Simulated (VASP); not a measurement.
# AlGaN2 (P-4m2) in VASP: a series of runs

Runs on AlGaN2. Level: LDA. Tasks: relaxation of cell and atoms, single point.

All numbers are computed with VASP 6.6.1; they aren't measurements. Logs are shortened: lines on timing, memory, paths and dates and some standing lists are left out, and cuts for length are marked.

### Step 1. The cell of the first run

It takes space group P-4m2 (No. 115, tetragonal). The conventional cell has a = 2.968 Å, b = 2.968 Å, c = 4.168 Å, α = 90.00°, β = 90.00°, γ = 90.00°. Within 2.4 Å of Al (site symmetry -4m2) lie 4 N at 1.79 Å. Within 2.4 Å of Ga (site symmetry -4m2) lie 4 N at 1.84 Å. N (site symmetry 2mm) has 2 Al at 1.79 Å and 2 Ga at 1.84 Å within 2.4 Å.

### Step 2. Relaxation of cell and atoms, LDA, target pressure 40 GPa, at which the enthalpy is minimised

The input, INCAR:

```
PREC = Accurate
ENCUT = 600
EDIFF = 1E-6
ISMEAR = 0
SIGMA = 0.02
LREAL = False
LASPH = True
NELM = 80
ALGO = Normal
ISIF = 3
LWAVE = False
LCHARG = False
GGA = CA
IBRION = 2
NSW = 70
EDIFFG = -0.008
PSTRESS = 400.0
```

The input, KPOINTS:

```
regular mesh
0
Gamma
  8 8 6
```

The input, POSCAR:

```
AlGaN2
1.0
    2.9678188184      0.0000000000      0.0000000000
    0.0000000000      2.9678188184      0.0000000000
    0.0000000000      0.0000000000      4.1680050089
Al Ga N
1 1 2
Direct
    0.5000000000      0.5000000000      0.5000000000
    0.0000000000      0.0000000000      0.0000000000
    0.5000000000      0.0000000000      0.7396904387
    0.0000000000      0.5000000000      0.2603095613
```

Potentials or basis: VASP PAW LDA potentials, release 64 (Al, Ga_d, N).

Launch:

```bash
$ cat potpaw_LDA.64/Al/POTCAR potpaw_LDA.64/Ga_d/POTCAR potpaw_LDA.64/N/POTCAR > POTCAR
$ mpirun -np 1 vasp_std > vasp.out
```

OUTCAR:

```text
PREC = Accurate
   ENCUT = 600
   EDIFF = 1E-6
   ISMEAR = 0
   LREAL = False
   LASPH = True
   NELM = 80
   ISIF = 3
   GGA = CA
   IBRION = 2
   NSW = 70
   EDIFFG = -0.008
   PSTRESS = 400.0

 ion  position               nearest neighbor table
   1  0.500  0.500  0.500-   3 1.79   4 1.79   3 1.79   4 1.79   2 2.96   2 2.96   2 2.96   2 2.96
                             2 2.96   2 2.96   2 2.96   2 2.96
   2  0.000  0.000  0.000-   3 1.84   4 1.84   4 1.84   3 1.84   1 2.96   1 2.96   1 2.96   1 2.96
                             1 2.96   1 2.96   1 2.96   1 2.96
   3  0.500  0.000  0.740-   1 1.79   1 1.79   2 1.84   2 1.84
   4  0.000  0.500  0.260-   1 1.79   1 1.79   2 1.84   2 1.84

  LATTYP: Found a simple tetragonal cell.
 ALAT       =     2.9678188184
 C/A-ratio  =     1.4044000877

  Lattice vectors:

 A1 = (   2.9678188184,   0.0000000000,   0.0000000000)
 A2 = (   0.0000000000,   2.9678188184,   0.0000000000)
 A3 = (   0.0000000000,   0.0000000000,   4.1680050089)

Analysis of symmetry for initial positions (statically):
=====================================================================
 Subroutine PRICEL returns:
 Original cell was already a primitive cell.

 Routine SETGRP: Setting up the symmetry group for a
 simple tetragonal supercell.

 Subroutine GETGRP returns: Found  8 space group operations
 (whereof  8 operations were pure point group operations)
 out of a pool of 16 trial point group operations.

The static configuration has the point symmetry D_2d.

Analysis of symmetry for dynamics (positions and initial velocities):
=====================================================================
 Subroutine PRICEL returns:
 Original cell was already a primitive cell.

 Routine SETGRP: Setting up the symmetry group for a
 simple tetragonal supercell.

 Subroutine GETGRP returns: Found  8 space group operations
 (whereof  8 operations were pure point group operations)
 out of a pool of 16 trial point group operations.

The dynamic configuration has the point symmetry D_2d.

 Subroutine INISYM returns: Found  8 space group operations
 (whereof  8 operations are pure point group operations),
 and found     1 'primitive' translations

----------------------------------------------------------------------------------------

                                     Primitive cell

  volume of cell :      36.7116

  direct lattice vectors                    reciprocal lattice vectors
     2.967818818  0.000000000  0.000000000     0.336947793  0.000000000  0.000000000
[... 107 lines left out ...]
   IALGO  =     38    algorithm
   IMIX   =      4    mixing-type and parameters
     AMIX     =   0.40;   BMIX     =  1.00
     AMIX_MAG =   1.60;   BMIX_MAG =  1.00
  volume/ion in A,a.u.               =       9.18        61.94
  Fermi-wavevector in a.u.,A,eV,Ry     =   1.459256  2.757595 28.972645  2.129429
  Thomas-Fermi vector in A             =   2.575845
   LORBIT       =      0    0 simple, 1 ext, 2 COOP (PROOUT), +10 PAW based schemes
   GGA     = CA    functional components
   LHFCALC =     F    Hartree Fock is set to
   AEXX    =    0.0000 exact exchange contribution
   IVDW    =     0    specifies the selected vdW correction
   LEPSILON=     F    determine dielectric tensor
   LRPA    =     F    only Hartree local field effects (RPA)
 conjugate gradient relaxation of ions
 non-spin polarized calculation
 Gauss-broadening in eV      SIGMA  =   0.02
  energy-cutoff  :      600.00
  volume of cell :       36.71
 maximum number of plane-waves:      1256
 NGX is ok and might be reduce to    24
   NGX = 11   NGY = 11   NGZ = 17

--------------------------------------- Ionic step        1  -------------------------------------------

 number of electron      25.9999992 magnetization

 Free energy of the ion-electron system (eV)
  ---------------------------------------------------
  ext. energy  EPLUGINS =         0.00000000
  ---------------------------------------------------
  free energy    TOTEN  =       -29.60700408 eV

  energy without entropy =      -29.60700408  energy(sigma->0) =      -29.60700408

------------------------ aborting loop because EDIFF is reached ----------------------------------------

  FORCE on cell =-STRESS in cart. coord.  units (eV):
  Direction    XX          YY          ZZ          XY          YZ          ZX
  --------------------------------------------------------------------------------------
  -------------------------------------------------------------------------------------
  Total        9.7991500      9.7991500      9.7171717      0.0000000      0.0000000      0.0000000
  in kB      427.6573959    427.6573959    424.0796729      0.0000000      0.0000000      0.0000000
  external PRESSURE =      26.4648216 kB  Pullay stress =     400.0000000 kB
[... 103 lines left out ...]
  energy  without entropy=      -29.6789621474  energy(sigma->0) =      -29.67896215

  enthalpy is  TOTEN    =       -20.4440077478 eV   P V=        9.2349543996

[... ionic steps 4 to 7 ...]

--------------------------------------- Ionic step        8  -------------------------------------------

 number of electron      25.9999996 magnetization

------------------------ aborting loop because EDIFF is reached ----------------------------------------
[... 75 lines left out ...]
--------------------------------------- Ionic step       10  -------------------------------------------

 number of electron      25.9999996 magnetization

 Free energy of the ion-electron system (eV)
  ---------------------------------------------------
  ext. energy  EPLUGINS =         0.00000000
  ---------------------------------------------------
  free energy    TOTEN  =       -29.67747592 eV

  energy without entropy =      -29.67747592  energy(sigma->0) =      -29.67747592

 E-fermi :   7.3700     XC(G=0): -12.5537

 val. band max:        7.2406569718   @ k =   0.0000   0.0000   0.0000
 cond. band min:      10.5367786899   @ k =   0.5000   0.5000   0.0000
 fundamental gap:      3.2961217181
 Fermi energy:         7.3699668358

 k-point     1 :       0.0000    0.0000    0.0000
  band No.  band energies     occupation
      1      -9.4426      2.00000
      2      -7.3729      2.00000
      3      -5.9289      2.00000
      4      -5.9289      2.00000
      5      -5.8844      2.00000
      6      -5.5885      2.00000
[... 457 lines left out ...]
      4      -5.7966      2.00000
      5      -5.7604      2.00000
      6      -5.0164      2.00000
[... 9 lines left out ...]
     16      16.3484      0.00000
     17      16.8995      0.00000

 [... further k-points ...]
[... 5 lines left out ...]
  --------------------------------------------------------------------------------------
  -------------------------------------------------------------------------------------
  Total        9.2225331      9.2225331      9.2202828      0.0000000      0.0000000      0.0000000
  in kB      399.5325833    399.5325833    399.4350951      0.0000000      0.0000000      0.0000000
  external PRESSURE =      -0.4999128 kB  Pullay stress =     400.0000000 kB
[... 23 lines left out ...]
  energy  without entropy=      -29.6774759196  energy(sigma->0) =      -29.67747592

  enthalpy is  TOTEN    =       -20.4441532721 eV   P V=        9.2333226475

 reached required accuracy - stopping structural energy minimisation
```

OSZICAR:

```text
N       E                     dE             d eps       ncg     rms          rms(c)
DAV:   1     0.174458610705E+03    0.17446E+03   -0.14947E+04  2232   0.260E+03
[... 65 lines left out ...]
   9 F= -.20444137E+02 E0= -.20444137E+02  d E =-.457192E-04
       N       E                     dE             d eps       ncg     rms          rms(c)
DAV:   1    -0.296775289309E+02    0.35456E-02   -0.19861E-03  2763   0.697E-01    0.508E-02
DAV:   2    -0.296774924421E+02    0.36489E-04   -0.13855E-04  2874   0.274E-01    0.271E-02
DAV:   3    -0.296774771466E+02    0.15295E-04   -0.12893E-05  3019   0.112E-01    0.773E-03
DAV:   4    -0.296774759124E+02    0.12343E-05   -0.42456E-06  2074   0.278E-02    0.976E-04
DAV:   5    -0.296774759196E+02   -0.72059E-08   -0.21264E-07  1086   0.535E-03
  10 F= -.20444153E+02 E0= -.20444153E+02  d E =-.167377E-04
```

CONTCAR:

```text
AlGaN2
   1.00000000000000
     2.9789711851207032    0.0000000000000000    0.0000000000000000
     0.0000000000000000    2.9789711851207032   -0.0000000000000000
    -0.0000000000000000   -0.0000000000000000    4.1675037374769808
  Al              Ga              N
     1     1     2
Direct
     0.5000000000000000    0.5000000000000000    0.5000000000000000
     1.0000000000000000    0.0000000000000000    0.0000000000000000
     0.5000000000000000    0.0000000000000000    0.7390989879829082
     0.0000000000000000    0.5000000000000000    0.2609010120170916

  0.00000000E+00  0.00000000E+00  0.00000000E+00
  0.00000000E+00  0.00000000E+00  0.00000000E+00
  0.00000000E+00  0.00000000E+00  0.00000000E+00
  0.00000000E+00  0.00000000E+00  0.00000000E+00
```

It took 94 s on 1 thread of Intel Xeon 6975P-C, shared host; peak memory 0.18 GiB.

What came out:

* Free energy: -29.6775 eV
* Relaxed volume: 9.25 Å³/atom
* Relaxed cell: a = 2.979 Å, b = 2.979 Å, c = 4.168 Å, α = 90.00°, β = 90.00°, γ = 90.00°
* Space group after relaxing (to 0.05 Å): P-4m2 (No. 115)
* Energy change on relaxing (the enthalpy is what falls): -17.6 meV/atom
* Ionic steps: 10
* Pressure after relaxing: 40.0 GPa
* Band gap on the k mesh: 3.30 eV, indirect (least direct gap 3.63 eV)

The path:
| step | energy change (eV) | largest force (eV/Å) | pressure (GPa) | volume (Å³) |
| --- | --- | --- | --- | --- |
| 1 | 0.0000 | 0.0868 | 42.65 | 36.71 |
| 2 | -0.1962 | 0.0791 | 34.89 | 37.52 |
| 3 | -0.0720 | 0.0272 | 39.92 | 36.99 |
| 4 | -0.0706 | 0.0281 | 40.03 | 36.98 |
| 5 | -0.0688 | 0.0091 | 40.04 | 36.98 |
| 6 | -0.0686 | 0.0108 | 40.04 | 36.98 |
| 7 | -0.0684 | 0.0163 | 40.07 | 36.98 |
| 8 | -0.0721 | 0.0120 | 39.92 | 36.99 |
| 9 | -0.0741 | 0.0084 | 39.78 | 37.00 |
| 10 | -0.0705 | 0.0004 | 39.95 | 36.98 |

Final structure:
```
CELL_PARAMETERS angstrom
2.97897 0.00000 0.00000
0.00000 2.97897 0.00000
0.00000 0.00000 4.16750
ATOMIC_POSITIONS crystal
Al 0.50000 0.50000 0.50000
Ga 0.00000 0.00000 0.00000
N 0.50000 0.00000 0.73910
N 0.00000 0.50000 0.26090
```

Caveat: the cell is relaxed towards a set pressure, so the enthalpy falls and the energy may rise. A k mesh can miss the band edges.

### Step 3. Single point, LDA (strain along c alone, the other axes held: -6.0 %, then relaxed in part)

The input, INCAR:

```
SYSTEM = AlGaN2
ALGO = Normal
EDIFF = 1E-6
ENCUT = 520
GGA = CA
ISIF = 2
ISMEAR = 0
LASPH = .True.
LCHARG = .True.
LELF = .True.
LREAL = .False.
LVHAR = .True.
LWAVE = .False.
NBANDS = 21
NELM = 60
PREC = Accurate
SIGMA = 0.02
```

The input, KPOINTS:

```
k-points
0
Gamma
  8 8 6
  0 0 0
```

The input, POSCAR:

```
AlGaN2
1.0
    3.1152864669      0.0000000000      0.0000000000
    0.0000000000      3.1152864669      0.0000000000
    0.0000000000      0.0000000000      4.1212703887
Al Ga N
1 1 2
Direct
    0.5000000000      0.5000000000      0.5000000000
    0.0000000000      0.0000000000      0.0000000000
    0.5000000000      0.0000000000      0.7387284967
    0.0000000000      0.5000000000      0.2612715033
```

Potentials or basis: VASP PAW LDA potentials, release 64 (Al, Ga_d, N).

Launch:

```bash
$ cat potpaw_LDA.64/Al/POTCAR potpaw_LDA.64/Ga_d/POTCAR potpaw_LDA.64/N/POTCAR > POTCAR
$ mpirun -np 1 vasp_std > vasp.out
```

Run time: 74 s. Hardware: 1 thread of AMD EPYC 7R13, shared host; peak memory 0.14 GiB.

It converged, with:

```
Free energy            : -30.1572 eV
Pressure               : 15.1 GPa
Largest force          : 0.028 eV/Å
Band gap on the k mesh : 3.44 eV, direct
```

Forces in eV/Å, atoms in the order of the input:
```
Al   0.000  0.000  0.000
Ga   0.000  0.000  0.000
N    0.000  0.000 -0.028
N    0.000  0.000  0.028
```

Stress tensor (GPa, compression positive):
```
13.14  0.00  0.00
 0.00 13.14  0.00
 0.00  0.00 19.02
```

Levels at points of the mesh, in eV from the valence-band top:
```
           k point  band 10  band 11  band 12  band 13  band 14  band 15  band 16  band 17
(0.00, 0.00, 0.00)    -2.83    -0.06     0.00     0.00     3.44     3.59     7.30    11.90
(0.50, 0.00, 0.00)    -2.90    -2.71    -1.24    -1.00     7.25     7.75     7.86     8.68
(0.50, 0.50, 0.00)    -2.24    -2.24    -2.23    -2.21     3.49     3.49     7.20     9.30
(0.00, 0.00, 0.50)    -1.88    -1.88    -1.21    -1.21     5.75     6.04     8.37     9.26
(0.50, 0.00, 0.50)    -1.21    -0.79    -0.70    -0.28     5.81     7.05     9.62     9.96
(0.50, 0.50, 0.50)    -4.40    -3.56    -3.56    -3.50     6.82     6.82     9.82    10.98
```

Caveat: the cell differs from its parent crystal (strain along c alone, the other axes held: -6.0 %, then relaxed in part). A k mesh can miss the band edges.

### Step 4. Single point, LDA

This run uses another cell than the first one, of 10.00 Å³/atom, 1.089 times its volume.

The input, INCAR:

```
SYSTEM = AlGaN2
PREC = Accurate ; ENCUT = 520
EDIFF = 1E-6 ; ISMEAR = 0
SIGMA = 0.02 ; LREAL = .False.
LASPH = .True. ; NELM = 80
ALGO = Normal ; ISIF = 2
LWAVE = .False. ; LCHARG = .False.
NBANDS = 21
```

The input, KPOINTS:

```
regular mesh
0
Gamma
  8 8 6
  0 0 0
```

POSCAR is that of step 3.

Launch:

```bash
$ cat potpaw_LDA.64/Al/POTCAR potpaw_LDA.64/Ga_d/POTCAR potpaw_LDA.64/N/POTCAR > POTCAR
$ mpirun -np 1 vasp_std > vasp.out
```

It took 70 s on 1 thread of AMD EPYC 7R13, shared host; peak memory 0.14 GiB.

Results (log left out):

```
Free energy            : -30.1572 eV
Pressure               : 15.1 GPa
Largest force          : 0.028 eV/Å
Band gap on the k mesh : 3.44 eV, direct
```

Forces in eV/Å, atoms in the order of the input:
```
Al   0.000  0.000  0.000
Ga   0.000  0.000  0.000
N    0.000  0.000 -0.028
N    0.000  0.000  0.028
```

Stress tensor (GPa, compression positive):
```
13.14  0.00  0.00
 0.00 13.14  0.00
 0.00  0.00 19.02
```

Levels at points of the mesh, in eV from the valence-band top:
```
           k point  band 10  band 11  band 12  band 13  band 14  band 15  band 16  band 17
(0.00, 0.00, 0.00)    -2.83    -0.06     0.00     0.00     3.44     3.59     7.30    11.90
(0.50, 0.00, 0.00)    -2.90    -2.71    -1.24    -1.00     7.25     7.75     7.86     8.68
(0.50, 0.50, 0.00)    -2.24    -2.24    -2.23    -2.21     3.49     3.49     7.20     9.30
(0.00, 0.00, 0.50)    -1.88    -1.88    -1.21    -1.21     5.75     6.04     8.37     9.26
(0.50, 0.00, 0.50)    -1.21    -0.79    -0.70    -0.28     5.81     7.05     9.62     9.96
(0.50, 0.50, 0.50)    -4.40    -3.56    -3.56    -3.50     6.82     6.82     9.82    10.98
```

A k mesh can miss the band edges. A hybrid or GW would open this gap; LDA tends to underestimate it.

(Part 1 of 2 ends here.)
